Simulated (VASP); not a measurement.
Zn4SeS3:

```
CELL_PARAMETERS angstrom
5.51558 0.00000 0.00000
0.00000 5.51558 0.00000
0.00000 0.00000 5.51558
ATOMIC_POSITIONS crystal
Zn 0.74361 0.74361 0.74361
Zn 0.74361 0.25639 0.25639
Zn 0.25639 0.74361 0.25639
Zn 0.25639 0.25639 0.74361
Se 0.00000 0.00000 0.00000
S 0.50000 0.50000 0.00000
S 0.50000 0.00000 0.50000
S 0.00000 0.50000 0.50000
```

Base run:

- Program: VASP 6.6.1
- Functional: r2SCAN
- Potentials or basis: VASP PAW PBE potentials, release 64 (Zn, Se, S)
- Cutoff: 520 eV
- k mesh: 6 × 6 × 6
- Occupations: gaussian, width 0.02 eV
- Spin: no spin polarisation

Its results: band gap on the k mesh 2.28 eV; pressure -2.0 GPa; largest force 0.031 eV/Å.

Question: The run is repeated on the same cell with these changes: functional from r2SCAN to PBE. What comes out?

Answer: Band gap on the k mesh 1.73 eV; pressure 0.2 GPa; largest force 0.005 eV/Å.

Caveats: the PAW data sets were made with another functional, which shifts forces and pressure a little (at least some runs).

